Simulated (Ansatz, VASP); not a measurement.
**AlGa3N4: VASP beside Ansatz**

```
CELL_PARAMETERS angstrom
4.60142 -0.13743 -0.13743
-0.13743 4.60142 -0.13743
-0.13743 -0.13743 4.60142
ATOMIC_POSITIONS crystal
Al 0.00000 0.00000 0.00000
Ga 0.50000 0.50000 0.00000
Ga 0.50000 0.00000 0.50000
Ga 0.00000 0.50000 0.50000
N 0.75481 0.75481 0.24519
N 0.75481 0.24519 0.75481
N 0.24519 0.75481 0.75481
N 0.24519 0.24519 0.24519
```

Alike in both runs: task single point; functional LDA; k mesh 6 × 6 × 6; occupations gaussian, width 0.05 eV; no spin polarisation.

|  | VASP | Ansatz |
| --- | --- | --- |
| version | VASP 6.6.1 | Ansatz 0.2.0 |
| potentials or method | VASP PAW LDA potentials, release 64 (Al, Ga_d, N), cutoff 520 eV | scalar-relativistic, plane waves, PAW |
| valence electrons in the cell | 62 | 62 |

```tsv
	VASP	Ansatz	Ansatz less VASP
gap on the k mesh at the Fermi level (eV)	1.49	1.48	-0.004
least direct gap on the mesh (eV)	1.49	1.48	-0.004
pressure (GPa)	-15.6	-16.2	-0.59
traceless stress, the component that is largest in VASP (GPa)	9.96	9.79	-0.168
rms of the force components (eV/Å)	0.443	0.422	-0.0213
```

Ansatz warns that its potentials were made for another functional, while VASP's fit it. LDA's correlation is that of Perdew and Zunger in VASP and of Perdew and Wang (1992) in Ansatz. Atom by atom the forces differ by 0.023 eV/Å (rms over components).
